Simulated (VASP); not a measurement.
# Au (P6_3/mmc) in VASP: further runs, part 2 of 2

VASP 6.6.1.

**3. Single point, LDA (15.25 Å³/atom)**

This run uses another cell than the first one, of 15.25 Å³/atom.

INCAR reads:

```
SYSTEM = Au
PREC = Accurate
ENCUT = 520
EDIFF = 1E-6
ISMEAR = -1
SIGMA = 0.1
LREAL = .False.
LASPH = .True.
NELM = 80
ALGO = Normal
ISIF = 2
LWAVE = .False.
LCHARG = .True.
GGA = CA
LELF = .True.
LVHAR = .True.
NBANDS = 30
```

KPOINTS reads:

```
regular mesh
0
Gamma
  14 14 4
  0 0 0
```

POSCAR reads:

```
Au
1.0
    2.7656482493      0.0000000000      0.0000000000
   -1.3828241246      2.3951216418      0.0000000000
    0.0000000000      0.0000000000      9.2086663330
Au
4
Direct
    0.0000000000      1.0000000000      0.0000000000
    0.0000000000      1.0000000000      0.5000000000
    0.3333333333      0.6666666667      0.2500000000
    0.6666666667      0.3333333333      0.7500000000
```

Potentials or basis: VASP PAW LDA potentials, release 64 (Au).

Command:

```
$ cat potpaw_LDA.64/Au/POTCAR > POTCAR
$ mpirun -np 1 vasp_std > vasp.out
```

OUTCAR:

```text
SYSTEM = Au
   PREC = Accurate
   ENCUT = 520
   EDIFF = 1E-6
   ISMEAR = -1
   LREAL = .False.
   LASPH = .True.
   NELM = 80
   ISIF = 2
   GGA = CA

 ion  position               nearest neighbor table
   1  0.000  0.000  0.000-   3 2.80   4 2.80   3 2.80   4 2.80   4 2.80   3 2.80
   2  0.000  0.000  0.500-   3 2.80   4 2.80   3 2.80   4 2.80   4 2.80   3 2.80
   3  0.333  0.667  0.250-   1 2.80   2 2.80   1 2.80   2 2.80   1 2.80   2 2.80
   4  0.667  0.333  0.750-   1 2.80   2 2.80   1 2.80   2 2.80   1 2.80   2 2.80

  LATTYP: Found a hexagonal cell.
 ALAT       =     2.7656482493
 C/A-ratio  =     3.3296592708

  Lattice vectors:

 A1 = (   2.7656482493,   0.0000000000,   0.0000000000)
 A2 = (  -1.3828241246,   2.3951216418,   0.0000000000)
 A3 = (   0.0000000000,   0.0000000000,   9.2086663330)

Analysis of symmetry for initial positions (statically):
=====================================================================
 Subroutine PRICEL returns:
 Original cell was already a primitive cell.

 Routine SETGRP: Setting up the symmetry group for a
 hexagonal supercell.

 Subroutine GETGRP returns: Found 24 space group operations
 (whereof 12 operations were pure point group operations)
 out of a pool of 24 trial point group operations.

The static configuration has the point symmetry D_3d.
 The point group associated with its full space group is D_6h.

Analysis of symmetry for dynamics (positions and initial velocities):
=====================================================================
 Subroutine PRICEL returns:
 Original cell was already a primitive cell.

 Routine SETGRP: Setting up the symmetry group for a
 hexagonal supercell.

 Subroutine GETGRP returns: Found 24 space group operations
 (whereof 12 operations were pure point group operations)
 out of a pool of 24 trial point group operations.

The dynamic configuration has the point symmetry D_3d.
 The point group associated with its full space group is D_6h.

 Subroutine INISYM returns: Found 24 space group operations
[... 121 lines left out ...]
     AMIX_MAG =   1.60;   BMIX_MAG =  1.00
  volume/ion in A,a.u.               =      15.25       102.91
  Fermi-wavevector in a.u.,A,eV,Ry     =   1.468200  2.774496 29.328883  2.155612
  Thomas-Fermi vector in A             =   2.583727
   LORBIT       =      0    0 simple, 1 ext, 2 COOP (PROOUT), +10 PAW based schemes
   GGA     = CA    functional components
   LHFCALC =     F    Hartree Fock is set to
   AEXX    =    0.0000 exact exchange contribution
   IVDW    =     0    specifies the selected vdW correction
   LEPSILON=     F    determine dielectric tensor
   LRPA    =     F    only Hartree local field effects (RPA)
 non-spin polarized calculation
  energy-cutoff  :      520.00
  volume of cell :       61.00
 maximum number of plane-waves:      1666
 NGX is ok and might be reduce to    24
   NGX = 11   NGY = 11   NGZ = 35

 number of electron      44.0000010 magnetization

 Free energy of the ion-electron system (eV)
  ---------------------------------------------------
  ext. energy  EPLUGINS =         0.00000000
  ---------------------------------------------------
  free energy    TOTEN  =       -17.43921927 eV

  energy without entropy =      -17.39780679  energy(sigma->0) =      -17.41851303

 E-fermi :  11.3014     XC(G=0): -13.6349

 val. band max:       11.2524870759   @ k =   0.2857   0.2143   0.2500
 cond. band min:      11.3026646655   @ k =   0.4286   0.0714   0.5000
 fundamental gap:      0.0501775896
 Fermi energy:        11.3013645591

 k-point     1 :       0.0000    0.0000    0.0000
  band No.  band energies     occupation
      1       0.1337      2.00000
      2       2.0143      2.00000
      3       2.0239      2.00000
      4       2.7702      2.00000
      5       5.6738      2.00000
      6       5.6863      2.00000
[... 781 lines left out ...]
     29      18.4038      0.00000
     30      20.9377      0.00000

 [... further k-points ...]

------------------------ aborting loop because EDIFF is reached ----------------------------------------

  FORCE on cell =-STRESS in cart. coord.  units (eV):
  Direction    XX          YY          ZZ          XY          YZ          ZX
  --------------------------------------------------------------------------------------
  -------------------------------------------------------------------------------------
  Total        8.2561552      8.2561552      7.7899850      0.0000000      0.0000000      0.0000000
  in kB      216.8538691    216.8538691    204.6095731      0.0000000      0.0000000      0.0000000
  external PRESSURE =     212.7724371 kB  Pullay stress =       0.0000000 kB

 VOLUME and BASIS-vectors are now :
 -----------------------------------------------------------------------------
  energy-cutoff  :      520.00
  volume of cell :       61.00
      direct lattice vectors                 reciprocal lattice vectors
     2.765648249  0.000000000  0.000000000     0.361578881  0.208757664  0.000000000
    -1.382824125  2.395121642  0.000000000     0.000000000  0.417515329  0.000000000
     0.000000000  0.000000000  9.208666333     0.000000000  0.000000000  0.108593358

 POSITION                                       TOTAL-FORCE (eV/Angst)
 -----------------------------------------------------------------------------------
      0.00000      0.00000      0.00000        -0.000000      0.000000     -0.000000
      0.00000      0.00000      4.60433        -0.000000      0.000000     -0.000000
     -0.00000      1.59675      2.30217        -0.000000      0.000000      0.000000
      1.38282      0.79837      6.90650         0.000000     -0.000000     -0.000000
 -----------------------------------------------------------------------------------
    total drift:                               -0.000000      0.000000      0.000000

  FREE ENERGIE OF THE ION-ELECTRON SYSTEM (eV)
  ---------------------------------------------------
  free  energy   TOTEN  =       -17.4392192733 eV

  energy  without entropy=      -17.3978067900  energy(sigma->0) =      -17.41851303
```

stdout:

```text
POSCAR found type information on POSCAR Au
 POSCAR found :  1 types and       4 ions
 scaLAPACK will be used
 LDA part: xc-table for (Slater(with rela. corr.)+CA(PZ))
 , standard interpolation
 POSCAR, INCAR and KPOINTS ok, starting setup
 FFT: planning ... GRIDC
 FFT: planning ... GRID_SOFT
 FFT: planning ... GRID
 WAVECAR not read
 entering main loop
```

Run time: 81 s. Hardware: 1 thread of Intel Xeon Platinum 8559C (Emerald Rapids), shared host; peak memory 0.22 GiB.

Results:

* Free energy: -17.4392 eV
* Pressure: 21.3 GPa
* Band gap on the k mesh: zero (bands 22 and 23 overlap by 5.32 eV)

Levels at points of the mesh, in eV from the Fermi level:
```
           k point  band 19  band 20  band 21  band 22  band 23  band 24  band 25  band 26
(0.00, 0.00, 0.00)    -3.26    -2.90    -2.90    -2.19    -2.19    -1.71     3.39    11.36
(0.50, 0.00, 0.00)    -1.76    -1.74    -1.05    -0.19     1.26     1.57     4.29     4.46
(0.00, 0.00, 0.50)    -3.57    -3.57    -2.48    -2.48    -2.48    -2.48     6.56     6.56
(0.50, 0.00, 0.50)    -1.76    -1.76     0.20     0.20     1.30     1.30     4.64     4.64
```

Caveat: the cell stands under pressure; spin-orbit coupling is left out, which moves the levels of the heavy elements.

**4. Single point, LDA (15.91 Å³/atom)**

This run uses another cell than the first one, of 15.91 Å³/atom.

INCAR reads:

```
SYSTEM = Au
ALGO = Normal
EDIFF = 1E-6
ENCUT = 520
GGA = CA
ISIF = 2
ISMEAR = -1
LASPH = .TRUE.
LCHARG = .TRUE.
LELF = .TRUE.
LREAL = .FALSE.
LVHAR = .TRUE.
LWAVE = .FALSE.
NBANDS = 30
NELM = 80
PREC = Accurate
SIGMA = 0.1
```

KPOINTS reads:

```
k-points
0
G
  14 14 4
  0 0 0
```

POSCAR reads:

```
Au
1.0
    2.8051628486      0.0000000000      0.0000000000
   -1.4025814243      2.4293422887      0.0000000000
    0.0000000000      0.0000000000      9.3402364850
Au
4
Direct
    0.0000000000      1.0000000000      0.0000000000
    0.0000000000      1.0000000000      0.5000000000
    0.3333333333      0.6666666667      0.2500000000
    0.6666666667      0.3333333333      0.7500000000
```

Potentials or basis: VASP PAW LDA potentials, release 64 (Au).

Command:

```
$ cat potpaw_LDA.64/Au/POTCAR > POTCAR
$ mpirun -np 1 vasp_std > vasp.out
```

OUTCAR:

```text
SYSTEM = Au
   EDIFF = 1E-6
   ENCUT = 520
   GGA = CA
   ISIF = 2
   ISMEAR = -1
   LASPH = .TRUE.
   LREAL = .FALSE.
   NELM = 80
   PREC = Accurate

 ion  position               nearest neighbor table
   1  0.000  0.000  0.000-   3 2.84   4 2.84   4 2.84   3 2.84   4 2.84   3 2.84
   2  0.000  0.000  0.500-   3 2.84   4 2.84   4 2.84   3 2.84   4 2.84   3 2.84
   3  0.333  0.667  0.250-   1 2.84   2 2.84   1 2.84   2 2.84   1 2.84   2 2.84
   4  0.667  0.333  0.750-   1 2.84   2 2.84   1 2.84   2 2.84   1 2.84   2 2.84

  LATTYP: Found a hexagonal cell.
 ALAT       =     2.8051628486
 C/A-ratio  =     3.3296592708

  Lattice vectors:

 A1 = (   2.8051628486,   0.0000000000,   0.0000000000)
 A2 = (  -1.4025814243,   2.4293422887,   0.0000000000)
 A3 = (   0.0000000000,   0.0000000000,   9.3402364850)

Analysis of symmetry for initial positions (statically):
=====================================================================
 Subroutine PRICEL returns:
 Original cell was already a primitive cell.

 Routine SETGRP: Setting up the symmetry group for a
 hexagonal supercell.

 Subroutine GETGRP returns: Found 24 space group operations
 (whereof 12 operations were pure point group operations)
 out of a pool of 24 trial point group operations.

The static configuration has the point symmetry D_3d.
 The point group associated with its full space group is D_6h.

Analysis of symmetry for dynamics (positions and initial velocities):
=====================================================================
 Subroutine PRICEL returns:
 Original cell was already a primitive cell.

 Routine SETGRP: Setting up the symmetry group for a
 hexagonal supercell.

 Subroutine GETGRP returns: Found 24 space group operations
 (whereof 12 operations were pure point group operations)
 out of a pool of 24 trial point group operations.

The dynamic configuration has the point symmetry D_3d.
 The point group associated with its full space group is D_6h.

 Subroutine INISYM returns: Found 24 space group operations
[... 121 lines left out ...]
     AMIX_MAG =   1.60;   BMIX_MAG =  1.00
  volume/ion in A,a.u.               =      15.91       107.38
  Fermi-wavevector in a.u.,A,eV,Ry     =   1.447519  2.735414 28.508427  2.095310
  Thomas-Fermi vector in A             =   2.565464
   LORBIT       =      0    0 simple, 1 ext, 2 COOP (PROOUT), +10 PAW based schemes
   GGA     = CA    functional components
   LHFCALC =     F    Hartree Fock is set to
   AEXX    =    0.0000 exact exchange contribution
   IVDW    =     0    specifies the selected vdW correction
   LEPSILON=     F    determine dielectric tensor
   LRPA    =     F    only Hartree local field effects (RPA)
 non-spin polarized calculation
  energy-cutoff  :      520.00
  volume of cell :       63.65
 maximum number of plane-waves:      1736
 NGX is ok and might be reduce to    24
   NGX = 11   NGY = 11   NGZ = 35

 number of electron      44.0000004 magnetization

 Free energy of the ion-electron system (eV)
  ---------------------------------------------------
  ext. energy  EPLUGINS =         0.00000000
  ---------------------------------------------------
  free energy    TOTEN  =       -17.69270241 eV

  energy without entropy =      -17.65024599  energy(sigma->0) =      -17.67147420

 E-fermi :  10.4776     XC(G=0): -13.3834

 val. band max:       10.4579989508   @ k =   0.5000   0.0000   0.0000
 cond. band min:      10.4776405126   @ k =   0.3571   0.1429   0.5000
 fundamental gap:      0.0196415618
 Fermi energy:        10.4776042682

 k-point     1 :       0.0000    0.0000    0.0000
  band No.  band energies     occupation
      1      -0.1733      2.00000
      2       1.6457      2.00000
      3       1.6571      2.00000
      4       2.4134      2.00000
      5       5.1685      2.00000
      6       5.1794      2.00000
[... 781 lines left out ...]
     29      17.3677      0.00000
     30      19.8562      0.00000

 [... further k-points ...]

------------------------ aborting loop because EDIFF is reached ----------------------------------------

  FORCE on cell =-STRESS in cart. coord.  units (eV):
  Direction    XX          YY          ZZ          XY          YZ          ZX
  --------------------------------------------------------------------------------------
  -------------------------------------------------------------------------------------
  Total        3.9255175      3.9255175      3.5753375      0.0000000     -0.0000000      0.0000000
  in kB       98.8104424     98.8104424     89.9959503      0.0000000     -0.0000000      0.0000000
  external PRESSURE =      95.8722784 kB  Pullay stress =       0.0000000 kB

 VOLUME and BASIS-vectors are now :
 -----------------------------------------------------------------------------
  energy-cutoff  :      520.00
  volume of cell :       63.65
      direct lattice vectors                 reciprocal lattice vectors
     2.805162849  0.000000000  0.000000000     0.356485543  0.205817024  0.000000000
    -1.402581424  2.429342289  0.000000000     0.000000000  0.411634048  0.000000000
     0.000000000  0.000000000  9.340236485     0.000000000  0.000000000  0.107063670

 POSITION                                       TOTAL-FORCE (eV/Angst)
 -----------------------------------------------------------------------------------
      0.00000      0.00000      0.00000         0.000000      0.000000     -0.000000
      0.00000      0.00000      4.67012         0.000000      0.000000     -0.000000
     -0.00000      1.61956      2.33506         0.000000      0.000000      0.000000
      1.40258      0.80978      7.00518        -0.000000     -0.000000     -0.000000
 -----------------------------------------------------------------------------------
    total drift:                               -0.000000      0.000000      0.000000

  FREE ENERGIE OF THE ION-ELECTRON SYSTEM (eV)
  ---------------------------------------------------
  free  energy   TOTEN  =       -17.6927024073 eV

  energy  without entropy=      -17.6502459941  energy(sigma->0) =      -17.67147420
```

Wall time 1.9 min (1 thread of Intel Xeon Platinum 8559C (Emerald Rapids), shared host); peak memory 0.22 GiB.

What came out:

```yaml
Free_energy: -17.6927 eV
Pressure: 9.6 GPa
Band_gap_on_the_k_mesh: zero (bands 22 and 23 overlap by 5.13 eV)
```

Levels at points of the mesh, in eV from the Fermi level:
```tsv
k point	band 20	band 21	band 22	band 23	band 24	band 25
(0.00, 0.00, 0.00)	-2.78	-2.78	-2.12	-2.12	-1.47	3.16
(0.50, 0.00, 0.00)	-1.71	-0.85	-0.02	1.22	1.52	4.05
(0.00, 0.00, 0.50)	-3.41	-2.40	-2.40	-2.40	-2.40	6.32
(0.50, 0.00, 0.50)	-1.73	0.24	0.24	1.30	1.30	4.45
```

Caveat: the cell stands under pressure; spin-orbit coupling is left out, which moves the levels of the heavy elements.

**5. Single point, LDA (16.58 Å³/atom)**

This run uses another cell than the first one, of 16.58 Å³/atom.

INCAR reads:

```
SYSTEM = Au
PREC = Accurate
ENCUT = 520
EDIFF = 1E-6
ISMEAR = -1
SIGMA = 0.1
LREAL = .False.
LASPH = .True.
NELM = 60
ALGO = Normal
ISIF = 2
LWAVE = .False.
LCHARG = .True.
GGA = CA
LELF = .True.
LVHAR = .True.
NBANDS = 30
```

KPOINTS reads:

```
Automatic mesh
0
Gamma
  14 14 4
  0 0 0
```

POSCAR reads:

```
Au
1.0
    2.8435945126      0.0000000000      0.0000000000
   -1.4217972563      2.4626250860      0.0000000000
    0.0000000000      0.0000000000      9.4682008314
Au
4
Direct
    0.0000000000      1.0000000000      0.0000000000
    0.0000000000      1.0000000000      0.5000000000
    0.3333333333      0.6666666667      0.2500000000
    0.6666666667      0.3333333333      0.7500000000
```

Command:

```
$ cat potpaw_LDA.64/Au/POTCAR > POTCAR
$ mpirun -np 1 vasp_std > vasp.out
```

Run time: 1.9 min. Hardware: 1 thread of Intel Xeon Platinum 8559C (Emerald Rapids), shared host; peak memory 0.23 GiB.

The run converged. Its results:

```
Free energy            : -17.7760 eV
Pressure               : 0.6 GPa
Band gap on the k mesh : zero (bands 22 and 23 overlap by 4.96 eV)
```

Stress tensor (GPa, compression positive):
```
0.82 0.00 0.00
0.00 0.82 0.00
0.00 0.00 0.23
```

Levels at points of the mesh, in eV from the Fermi level:
```
           k point  band 19  band 20  band 21  band 22  band 23  band 24  band 25  band 26
(0.00, 0.00, 0.00)    -2.99    -2.68    -2.68    -2.07    -2.07    -1.24     2.96    10.91
(0.50, 0.00, 0.00)    -1.70    -1.68    -0.67     0.14     1.17     1.47     3.83     4.04
(0.00, 0.00, 0.50)    -3.26    -3.26    -2.32    -2.32    -2.32    -2.32     6.11     6.11
(0.50, 0.00, 0.50)    -1.70    -1.70     0.28     0.28     1.29     1.29     4.29     4.29
```

Caveat: spin-orbit coupling is left out, which moves the levels of the heavy elements.

**6. Single point, LDA (17.24 Å³/atom)**

This run uses another cell than the first one, of 17.24 Å³/atom.

INCAR reads:

```
SYSTEM = Au
ALGO = Normal
EDIFF = 1E-6
ENCUT = 520
ISIF = 2
ISMEAR = -1
LASPH = .TRUE.
LCHARG = .FALSE.
LREAL = .FALSE.
LWAVE = .FALSE.
NBANDS = 30
NELM = 80
PREC = Accurate
SIGMA = 0.1
```

KPOINTS reads:

```
k-points
0
G
  14 14 4
  0 0 0
```

POSCAR reads:

```
Au
1.0
    2.8810145211      0.0000000000      0.0000000000
   -1.4405072605      2.4950317640      0.0000000000
    0.0000000000      0.0000000000      9.5927967096
Au
4
Direct
    0.0000000000      1.0000000000      0.0000000000
    0.0000000000      1.0000000000      0.5000000000
    0.3333333333      0.6666666667      0.2500000000
    0.6666666667      0.3333333333      0.7500000000
```

Potentials or basis: VASP PAW LDA potentials, release 64 (Au).

Command:

```
$ cat potpaw_LDA.64/Au/POTCAR > POTCAR
$ mpirun -np 1 vasp_std > vasp.out
```

Wall time 64 s (1 thread of Intel Xeon Platinum 8559C (Emerald Rapids), shared host); peak memory 0.23 GiB.

It converged, with:

| Item | Value |
| --- | --- |
| Free energy | -17.7290 eV |
| Pressure | -6.2 GPa |
| Band gap on the k mesh | zero (bands 22 and 23 overlap by 4.80 eV) |

Stress tensor (GPa, compression positive):
```
-6.12  0.00  0.00
 0.00 -6.12  0.00
 0.00  0.00 -6.47
```

Levels at points of the mesh, in eV from the Fermi level:
| k point | band 20 | band 21 | band 22 | band 23 | band 24 | band 25 |
| --- | --- | --- | --- | --- | --- | --- |
| (0.00, 0.00, 0.00) | -2.59 | -2.59 | -2.02 | -2.02 | -1.04 | 2.77 |
| (0.50, 0.00, 0.00) | -1.66 | -0.50 | 0.28 | 1.13 | 1.42 | 3.63 |
| (0.00, 0.00, 0.50) | -3.14 | -2.26 | -2.26 | -2.26 | -2.26 | 5.91 |
| (0.50, 0.00, 0.50) | -1.68 | 0.31 | 0.31 | 1.28 | 1.28 | 4.14 |

Caveat: the cell stands under tension; spin-orbit coupling is left out, which moves the levels of the heavy elements.

**7. Summary**

| cell | gap on the mesh (eV) | pressure (GPa) |
| --- | --- | --- |
| a = 2.725, b = 2.725, c = 9.073 Å, angles 90.0, 90.0, 120.0°, 4 atoms | none | 36.5 |
| a = 2.766, b = 2.766, c = 9.209 Å, angles 90.0, 90.0, 120.0°, 4 atoms | none | 21.3 |
| a = 2.805, b = 2.805, c = 9.340 Å, angles 90.0, 90.0, 120.0°, 4 atoms | none | 9.6 |
| a = 2.844, b = 2.844, c = 9.468 Å, angles 90.0, 90.0, 120.0°, 4 atoms | none | 0.6 |
| a = 2.881, b = 2.881, c = 9.593 Å, angles 90.0, 90.0, 120.0°, 4 atoms | none | -6.2 |

Alike in all rows: task single point; level LDA; potentials or basis VASP PAW LDA potentials, release 64 (Au); no spin polarisation; k mesh 14 × 14 × 4; cutoff (eV) 520; smearing fermi-dirac 0.1 eV.

Caveats: spin-orbit coupling is left out, which moves the levels of the heavy elements; the cell stands under pressure (at least some runs); the cell stands under tension (at least some runs).

Total energies depend on the potentials used, so only differences within one code and one set of settings carry meaning.

The gap in the log of VASP goes by the Fermi energy; the results here count the filled bands.